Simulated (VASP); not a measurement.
Write the native input for VASP 6.6.1 that does the following.

| Quantity | Value |
| --- | --- |
| Task | single point |
| Functional | PBE |
| Potentials or basis | VASP PAW PBE potentials, release 64 (Al, Ru_pv) |
| Cutoff | 520 eV |
| k mesh | 6 × 6 × 6 |
| Occupations | gaussian, width 0.1 eV |
| Spin | no spin polarisation |
| Dipole correction | no |
| Further INCAR settings | ALGO = Normal; EDIFF = 1e-06; NBANDS = 16 |

The structure of AlRu lies in POSCAR:

```
AlRu
1.0
   -2.0180788500      2.0180788500      1.8529632100
    2.0180788500     -2.0180788500      1.8529632100
    2.0180788500      2.0180788500     -1.8529632100
Al Ru
1 1
Direct
    0.5000000000      0.5000000000      0.0000000000
    0.0000000000      0.0000000000      0.0000000000
```

The cell was built from a structure type or drawn by symmetry, and may not be a known phase.

The input as run:

INCAR

```
SYSTEM = AlRu
PREC = Accurate ; ENCUT = 520
EDIFF = 1E-6 ; ISMEAR = 0
SIGMA = 0.1 ; LREAL = .False.
LASPH = .True. ; NELM = 80
ALGO = Normal ; ISIF = 2
LWAVE = .False. ; LCHARG = .False.
GGA = PE ; NBANDS = 16
```

KPOINTS

```
regular mesh
0
Gamma
  6 6 6
  0 0 0
```

Potentials or basis: VASP PAW PBE potentials, release 64 (Al, Ru_pv).

The run is started by

```bash
$ cat potpaw_PBE.64/Al/POTCAR potpaw_PBE.64/Ru_pv/POTCAR > POTCAR
$ mpirun -np 1 vasp_std > vasp.out
```

Results of the run:

```json
{
  "Pressure": "66.8 GPa",
  "Band gap on the k mesh": "zero (an odd number of electrons rules out a gap without spin polarisation)"
}
```

Caveat: the k points lie up to 0.38 Å⁻¹ apart, too coarse for converged energies and pressures of a metal; atoms lie so close that the PAW spheres overlap strongly, which falsifies energies and pressures.

Run time: 24 s on 1 thread of AMD EPYC 7R13, with other jobs on the host, peak memory 0.16 GiB.
